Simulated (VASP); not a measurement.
# As in VASP: a series of runs

As is run at these levels: PBE+D3(BJ); tasks: single point.

All numbers are computed with VASP 6.6.1; they aren't measurements. Logs are shortened: lines on timing, memory, paths and dates and some standing lists are left out, and cuts for length are marked.

### 1 The cell of the first run

The cell holds a slab with vacuum, 4 atoms: a = 3.571 Å, b = 3.571 Å, c = 20.295 Å, α = 90.00°, β = 90.00°, γ = 120.00°.

### 2 Single point, PBE+D3(BJ)

File INCAR:

```
  PREC = Accurate
  ENCUT = 520
  EDIFF = 1E-7
  ISMEAR = 0
  SIGMA = 0.05
  LREAL = False
  LASPH = True
  NELM = 60
  ALGO = Normal
  ISIF = 2
  LWAVE = False
  LCHARG = False
  LDIPOL = True
  IDIPOL = 3
  DIPOL = 0.5 0.5 0.363
  GGA = PE
  IVDW = 12
  NBANDS = 18
```

File KPOINTS:

```
Automatic mesh
0
Gamma
  9 9 1
```

File POSCAR:

```
As
1.0
    3.5713380906      0.0000000000      0.0000000000
   -1.7856690453      3.0928695120      0.0000000000
    0.0000000000      0.0000000000     20.2952802043
As
4
Direct
    0.3333333333      0.6666666667      0.2905917062
    0.6666666667      0.3333333333      0.2217264287
    0.6666666667      0.3333333333      0.5033327996
    0.3333333333      0.6666666667      0.4344675222
```

Potentials or basis: VASP PAW PBE potentials, release 64 (As).

Run with:

```sh
cat potpaw_PBE.64/As/POTCAR > POTCAR
mpirun -np 1 vasp_std > vasp.out
```

OUTCAR:

```text
PREC = Accurate
   ENCUT = 520
   EDIFF = 1E-7
   ISMEAR = 0
   LREAL = False
   LASPH = True
   NELM = 60
   ISIF = 2
   GGA = PE
   IVDW = 12
 IVDW          = 12

 ion  position               nearest neighbor table
   1  0.333  0.667  0.291-   2 2.49   2 2.49   2 2.49   4 2.92
   2  0.667  0.333  0.222-   1 2.49   1 2.49   1 2.49
   3  0.667  0.333  0.503-   4 2.49   4 2.49   4 2.49
   4  0.333  0.667  0.434-   3 2.49   3 2.49   3 2.49   1 2.92

  LATTYP: Found a hexagonal cell.
 ALAT       =     3.5713380906
 C/A-ratio  =     5.6828224294

  Lattice vectors:

 A1 = (   3.5713380906,   0.0000000000,   0.0000000000)
 A2 = (  -1.7856690453,   3.0928695120,   0.0000000000)
 A3 = (   0.0000000000,   0.0000000000,  20.2952802043)

Analysis of symmetry for initial positions (statically):
=====================================================================
 Subroutine PRICEL returns:
 Original cell was already a primitive cell.

 Routine SETGRP: Setting up the symmetry group for a
 hexagonal supercell.

 Subroutine GETGRP returns: Found 12 space group operations
 (whereof  6 operations were pure point group operations)
 out of a pool of 24 trial point group operations.

The static configuration has the point symmetry C_3v.
 The point group associated with its full space group is D_3h.

Analysis of symmetry for dynamics (positions and initial velocities):
=====================================================================
 Subroutine PRICEL returns:
 Original cell was already a primitive cell.

 Routine SETGRP: Setting up the symmetry group for a
 hexagonal supercell.

 Subroutine GETGRP returns: Found 12 space group operations
 (whereof  6 operations were pure point group operations)
 out of a pool of 24 trial point group operations.

The dynamic configuration has the point symmetry C_3v.
 The point group associated with its full space group is D_3h.

 Subroutine INISYM returns: Found 12 space group operations
 (whereof  6 operations are pure point group operations),
 and found     1 'primitive' translations

----------------------------------------------------------------------------------------

                                     Primitive cell

  volume of cell :     224.1752

  direct lattice vectors                    reciprocal lattice vectors
     3.571338091  0.000000000  0.000000000     0.280007094  0.161662171  0.000000000
    -1.785669045  3.092869512  0.000000000     0.000000000  0.323324342  0.000000000
     0.000000000  0.000000000 20.295280204     0.000000000  0.000000000  0.049272540

  length of vectors
     3.571338091  3.571338091 20.295280204     0.323324342  0.323324342  0.049272540

  position of ions in fractional coordinates (direct lattice)
     0.333333333  0.666666667  0.290591706
     0.666666667  0.333333333  0.221726429
     0.666666667  0.333333333  0.503332800
     0.333333333  0.666666667  0.434467522

  ion indices of the primitive-cell ions
   primitive index   ion index
                 1           1
                 2           2
                 3           3
                 4           4

----------------------------------------------------------------------------------------

 KPOINTS: Automatic mesh

Automatic generation of k-mesh.
 Grid dimensions read from file:
 generate k-points for:    9    9    1

 Generating k-lattice:

  Cartesian coordinates                     Fractional coordinates (reciprocal lattice)
     0.031111899  0.017962463  0.000000000     0.111111111  0.000000000  0.000000000
     0.000000000  0.035924927  0.000000000     0.000000000  0.111111111  0.000000000
     0.000000000  0.000000000  0.049272540     0.000000000  0.000000000  1.000000000

  Length of vectors
     0.035924927  0.035924927  0.049272540

  Shift w.r.t. Gamma in fractional coordinates (k-lattice)
     0.000000000  0.000000000  0.000000000

 Subroutine IBZKPT returns following result:
 ===========================================

 Found     12 irreducible k-points:

 Following reciprocal coordinates:
            Coordinates               Weight
  0.000000  0.000000  0.000000      1.000000
  0.111111  0.000000  0.000000      6.000000
  0.222222  0.000000  0.000000      6.000000
  0.333333  0.000000  0.000000      6.000000
  0.444444  0.000000  0.000000      6.000000
  0.111111  0.111111  0.000000      6.000000
  0.222222  0.111111  0.000000     12.000000
  0.333333  0.111111  0.000000     12.000000
  0.444444  0.111111  0.000000      6.000000
  0.222222  0.222222  0.000000      6.000000
  0.333333  0.222222  0.000000     12.000000
  0.333333  0.333333  0.000000      2.000000
   k-points           NKPTS =     12   k-points in BZ     NKDIM =     12   number of bands    NBANDS=     18
   number of dos      NEDOS =    301   number of ions     NIONS =      4
   total plane-waves  NPLWV = 125440
   dimension x,y,z NGX =    28 NGY =   28 NGZ =  160
   dimension x,y,z NGXF=    56 NGYF=   56 NGZF=  320
   ions per type =               4
   NGX,Y,Z   is equivalent  to a cutoff of  13.03, 13.03, 13.11 a.u.
   NGXF,Y,Z  is equivalent  to a cutoff of  26.07, 26.07, 26.21 a.u.
 SYSTEM =  unknown system
   PREC   = accura    normal or accurate (medium, high low for compatibility)
   ISTART =      0    job   : 0-new  1-cont  2-samecut
   ICHARG =      2    charge: 1-file 2-atom 10-const
   ISPIN  =      1    spin polarized calculation?
   LNONCOLLINEAR =      F non collinear calculations
   LSORBIT =      F    spin-orbit coupling
   LASPH  =      T    aspherical Exc in radial PAW
   ENCUT  =  520.0 eV  38.22 Ry    6.18 a.u.   6.64  6.64 37.74*2*pi/ulx,y,z
   NELM   =     60;   NELMIN=  2; NELMDL= -5     # of ELM steps
   EDIFF  = 0.1E-06   stopping-criterion for ELM
   LREAL  =      F    real-space projection
   EDIFFG = 0.1E-05   stopping-criterion for IOM
   NSW    =      0    number of steps for IOM
   IBRION =     -1    ionic relax: 0-MD 1-quasi-New 2-CG
   NFREE  =      0    steps in history (QN), initial steepest desc. (CG)
   ISIF   =      2    stress and relaxation
   ISYM   =      2    0-nonsym 1-usesym 2-fastsym
   POTIM  = 0.5000    time-step for ionic-motion
   TEBEG  =    0.0;   TEEND  =   0.0 temperature during run
   PSTRESS=    0.0 pullay stress
   NELECT =      20.0000    total number of electrons
   NUPDOWN=      -1.0000    fix difference up-down
   EMIN   =  10.00;   EMAX   =-10.00  energy-range for DOS
   EFERMI =   0.00;   METHOD = LEGACY
   ISMEAR =     0;   SIGMA  =   0.05  broadening in eV -4-tet -1-fermi 0-gaus
   EFERMI_NEDOS =   21; number of points for ismear=-14 and -15
   IALGO  =     38    algorithm
   IMIX   =      4    mixing-type and parameters
     AMIX     =   0.40;   BMIX     =  1.00
     AMIX_MAG =   1.60;   BMIX_MAG =  1.00
  volume/ion in A,a.u.               =      56.04       378.20
  Fermi-wavevector in a.u.,A,eV,Ry     =   0.731513  1.382360  7.280639  0.535112
  Thomas-Fermi vector in A             =   1.823749
   LORBIT       =      0    0 simple, 1 ext, 2 COOP (PROOUT), +10 PAW based schemes
   GGA     = PE    functional components
   LHFCALC =     F    Hartree Fock is set to
   AEXX    =    0.0000 exact exchange contribution
   IVDW    =    12    specifies the selected vdW correction
   LEPSILON=     F    determine dielectric tensor
   LRPA    =     F    only Hartree local field effects (RPA)
 non-spin polarized calculation
 Gauss-broadening in eV      SIGMA  =   0.05
  energy-cutoff  :      520.00
  volume of cell :      224.18
 maximum number of plane-waves:      6099
 NGX is ok and might be reduce to    28
   NGX = 13   NGY = 13   NGZ = 75

 dipolmoment           0.000000      0.000000      0.000001 electrons x Angstroem

 number of electron      20.0000003 magnetization

 dipolmoment           0.000000      0.000000     -0.000000 electrons x Angstroem

 Free energy of the ion-electron system (eV)
  ---------------------------------------------------
  ext. energy  EPLUGINS =         0.00000000
  ---------------------------------------------------
  free energy    TOTEN  =       -18.16000652 eV

  energy without entropy =      -18.15971258  energy(sigma->0) =      -18.15985955

 E-fermi :  -0.5737     XC(G=0):  -4.5837

 val. band max:       -0.6558504636   @ k =   0.1111   0.1111   0.0000
 cond. band min:      -0.4920321703   @ k =   0.3333   0.0000   0.0000
 fundamental gap:      0.1638182932
 Fermi energy:        -0.5736535455

 k-point     1 :       0.0000    0.0000    0.0000
  band No.  band energies     occupation
      1     -15.4009      2.00000
      2     -15.1416      2.00000
      3      -9.6900      2.00000
      4      -8.3032      2.00000
      5      -3.3031      2.00000
      6      -1.6955      2.00000
[... 10 lines left out ...]
     17       3.2817      0.00000
     18       3.6086      0.00000

 k-point     2 :       0.1111    0.0000    0.0000
  band No.  band energies     occupation
      1     -15.2344      2.00000
      2     -14.9731      2.00000
      3      -9.6335      2.00000
      4      -8.2984      2.00000
      5      -3.4026      2.00000
      6      -2.9349      2.00000
[... 10 lines left out ...]
     17       3.5078      0.00000
     18       3.8059      0.00000

 k-point     3 :       0.2222    0.0000    0.0000
  band No.  band energies     occupation
      1     -14.7447      2.00000
      2     -14.4768      2.00000
      3      -9.5863      2.00000
      4      -8.4748      2.00000
      5      -4.9784      2.00000
      6      -4.3661      2.00000
[... 160 lines left out ...]
 k-point    11 :       0.3333    0.2222    0.0000
  band No.  band energies     occupation
      1     -12.6691      2.00000
      2     -12.3372      2.00000
      3     -11.0306      2.00000
      4     -10.6374      2.00000
      5      -5.9131      2.00000
      6      -5.5427      2.00000
[... 10 lines left out ...]
     17       5.4628      0.00000
     18       6.4338      0.00000

 k-point    12 :       0.3333    0.3333    0.0000
  band No.  band energies     occupation
      1     -12.0335      2.00000
      2     -11.5891      2.00000
      3     -11.5528      2.00000
      4     -11.3724      2.00000
      5      -6.2447      2.00000
      6      -5.9703      2.00000
[... 10 lines left out ...]
     17       6.1062      0.00000
     18       7.3045      0.00000

------------------------ aborting loop because EDIFF is reached ----------------------------------------

 vacuum level on the upper side and lower side of the slab       (xc-potential included)        -0.086        -0.086

 Edisp (eV)   -1.14643

 E8    (eV) :    -0.5018

  FORCE on cell =-STRESS in cart. coord.  units (eV):
  Direction    XX          YY          ZZ          XY          YZ          ZX
  --------------------------------------------------------------------------------------
  -------------------------------------------------------------------------------------
  Total       1.00069     1.00069     4.09345     0.00000     0.00000     0.00000
  in kB       7.15192     7.15192    29.25586     0.00000     0.00000     0.00000
  external pressure =       14.52 kB  Pullay stress =        0.00 kB

 VOLUME and BASIS-vectors are now :
 -----------------------------------------------------------------------------
  energy-cutoff  :      520.00
  volume of cell :      224.18
      direct lattice vectors                 reciprocal lattice vectors
     3.571338091  0.000000000  0.000000000     0.280007094  0.161662171  0.000000000
    -1.785669045  3.092869512  0.000000000     0.000000000  0.323324342  0.000000000
     0.000000000  0.000000000 20.295280204     0.000000000  0.000000000  0.049272540

 POSITION                                       TOTAL-FORCE (eV/Angst)
 -----------------------------------------------------------------------------------
     -0.00000      2.06191      5.89764         0.000000      0.000000     -0.791251
      1.78567      1.03096      4.50000        -0.000000     -0.000000     -0.314510
      1.78567      1.03096     10.21528        -0.000000     -0.000000      0.314510
     -0.00000      2.06191      8.81764         0.000000      0.000000      0.791251
 -----------------------------------------------------------------------------------
    total drift:                                0.000000     -0.000000     -0.000001

  FREE ENERGIE OF THE ION-ELECTRON SYSTEM (eV)
  ---------------------------------------------------
  free  energy   TOTEN  =       -19.3064371281 eV

  energy  without entropy=      -19.3061431922  energy(sigma->0) =      -19.30629016

 vacuum level on the upper side and lower side of the slab         3.763         3.763
```

Run time: 92 s. Hardware: 1 thread of AMD EPYC 9R45 (Zen 5), shared host; peak memory 0.3 GiB.

Results:

```
Free energy                : -19.3064 eV
Largest force              : 0.791 eV/Å
Band gap on the k mesh     : 0.16 eV, indirect (least direct gap 0.75 eV)
Dispersion energy per atom : -0.287 eV
```

Forces in eV/Å, atoms in the order of the input:
```
As   0.000  0.000 -0.791
As   0.000  0.000 -0.315
As   0.000  0.000  0.315
As   0.000  0.000  0.791
```

### 3 Single point, PBE+D3(BJ)

File INCAR:

```
PREC = Accurate
ENCUT = 520
EDIFF = 1E-7
ISMEAR = 0
SIGMA = 0.05
LREAL = False
LASPH = True
NELM = 100
ALGO = Normal
ISIF = 2
LWAVE = False
LCHARG = True
LDIPOL = True
IDIPOL = 3
DIPOL = 0.5 0.5 0.375
GGA = PE
IVDW = 12
LELF = True
LVHAR = True
LVACPOTAV = True
NBANDS = 18
```

KPOINTS is that of step 2.

POSCAR, as its differences from that of step 2:

```diff
@@ -10,3 +10,3 @@
     0.6666666667      0.3333333333      0.2217264287
-    0.6666666667      0.3333333333      0.5033327996
-    0.3333333333      0.6666666667      0.4344675222
+    0.6666666667      0.3333333333      0.5289545203
+    0.3333333333      0.6666666667      0.4600892428
```

Potentials or basis: VASP PAW PBE potentials, release 64 (As).

Run with:

```sh
cat potpaw_PBE.64/As/POTCAR > POTCAR
mpirun -np 1 vasp_std > vasp.out
```

OUTCAR:

```text
PREC = Accurate
   ENCUT = 520
   EDIFF = 1E-7
   ISMEAR = 0
   LREAL = False
   LASPH = True
   NELM = 100
   ISIF = 2
   GGA = PE
   IVDW = 12
 IVDW          = 12

 ion  position               nearest neighbor table
   1  0.333  0.667  0.291-   2 2.49   2 2.49   2 2.49
   2  0.667  0.333  0.222-   1 2.49   1 2.49   1 2.49
   3  0.667  0.333  0.529-   4 2.49   4 2.49   4 2.49
   4  0.333  0.667  0.460-   3 2.49   3 2.49   3 2.49

  LATTYP: Found a hexagonal cell.
 ALAT       =     3.5713380906
 C/A-ratio  =     5.6828224294

  Lattice vectors:

 A1 = (   3.5713380906,   0.0000000000,   0.0000000000)
 A2 = (  -1.7856690453,   3.0928695120,   0.0000000000)
 A3 = (   0.0000000000,   0.0000000000,  20.2952802043)

Analysis of symmetry for initial positions (statically):
=====================================================================
 Subroutine PRICEL returns:
 Original cell was already a primitive cell.

 Routine SETGRP: Setting up the symmetry group for a
 hexagonal supercell.

 Subroutine GETGRP returns: Found 12 space group operations
 (whereof  6 operations were pure point group operations)
 out of a pool of 24 trial point group operations.

The static configuration has the point symmetry C_3v.
[... 165 lines left out ...]

 k-point     1 :       0.0000    0.0000    0.0000
  band No.  band energies     occupation
      1     -15.2558      2.00000
      2     -15.1715      2.00000
      3      -9.1557      2.00000
      4      -8.5532      2.00000
      5      -2.9449      2.00000
      6      -1.5672      2.00000
[... 229 lines left out ...]
      5      -6.1050      2.00000
      6      -6.0013      2.00000
[... 10 lines left out ...]
     17       6.0506      0.00000
     18       7.2781      0.00000

------------------------ aborting loop because EDIFF is reached ----------------------------------------

 Edisp (eV)   -1.06480

 E8    (eV) :    -0.4638

  FORCE on cell =-STRESS in cart. coord.  units (eV):
  Direction    XX          YY          ZZ          XY          YZ          ZX
  --------------------------------------------------------------------------------------
  -------------------------------------------------------------------------------------
  Total       0.29633     0.29633     1.08444    -0.00000     0.00000     0.00000
  in kB       2.11788     2.11788     7.75049    -0.00000     0.00000     0.00000
  external pressure =        4.00 kB  Pullay stress =        0.00 kB

 VOLUME and BASIS-vectors are now :
 -----------------------------------------------------------------------------
  energy-cutoff  :      520.00
  volume of cell :      224.18
      direct lattice vectors                 reciprocal lattice vectors
     3.571338091  0.000000000  0.000000000     0.280007094  0.161662171  0.000000000
    -1.785669045  3.092869512  0.000000000     0.000000000  0.323324342  0.000000000
     0.000000000  0.000000000 20.295280204     0.000000000  0.000000000  0.049272540

 POSITION                                       TOTAL-FORCE (eV/Angst)
 -----------------------------------------------------------------------------------
     -0.00000      2.06191      5.89764        -0.000000      0.000000     -0.071213
      1.78567      1.03096      4.50000        -0.000000      0.000000     -0.137127
      1.78567      1.03096     10.73528        -0.000000     -0.000000      0.137127
     -0.00000      2.06191      9.33764         0.000000      0.000000      0.071213
 -----------------------------------------------------------------------------------
    total drift:                               -0.000000      0.000000     -0.000006

  FREE ENERGIE OF THE ION-ELECTRON SYSTEM (eV)
  ---------------------------------------------------
  free  energy   TOTEN  =       -19.6018570691 eV

  energy  without entropy=      -19.6018570691  energy(sigma->0) =      -19.60185707

 vacuum level on the upper side and lower side of the slab         3.798         3.798
```

stdout:

```text
POSCAR found type information on POSCAR As
 POSCAR found :  1 types and       4 ions
 scaLAPACK will be used
 LDA part: xc-table for (Slater+PW92), standard interpolation
 POSCAR, INCAR and KPOINTS ok, starting setup
 FFT: planning ... GRIDC
 FFT: planning ... GRID_SOFT
 FFT: planning ... GRID
 WAVECAR not read
 entering main loop
 -----------------------------------------------------------------------------
|                                                                             |
|           W    W    AA    RRRRR   N    N  II  N    N   GGGG   !!!           |
|           W    W   A  A   R    R  NN   N  II  NN   N  G    G  !!!           |
|           W    W  A    A  R    R  N N  N  II  N N  N  G       !!!           |
|           W WW W  AAAAAA  RRRRR   N  N N  II  N  N N  G  GGG   !            |
|           WW  WW  A    A  R   R   N   NN  II  N   NN  G    G                |
|           W    W  A    A  R    R  N    N  II  N    N   GGGG   !!!           |
|                                                                             |
|     Did not find any points to average over, which means that no vacuum     |
|     field-free region was found. Please increase the size of  your cell     |
|     in the dimension of the dipole correction to obtain accurate            |
|     workfunction values.                                                    |
|                                                                             |
 -----------------------------------------------------------------------------
```

It took 89 s on 1 thread of AMD EPYC 9R45 (Zen 5), shared host; peak memory 0.3 GiB.

Results:

- Free energy: -19.6019 eV
- Largest force: 0.137 eV/Å
- Band gap on the k mesh: 0.92 eV, indirect (least direct gap 1.44 eV)
- Dispersion energy per atom: -0.266 eV

Forces in eV/Å, atoms in the order of the input:
```
As   0.000  0.000 -0.071
As   0.000  0.000 -0.137
As   0.000  0.000  0.137
As   0.000  0.000  0.071
```

(Continued in part 2 of 2.)
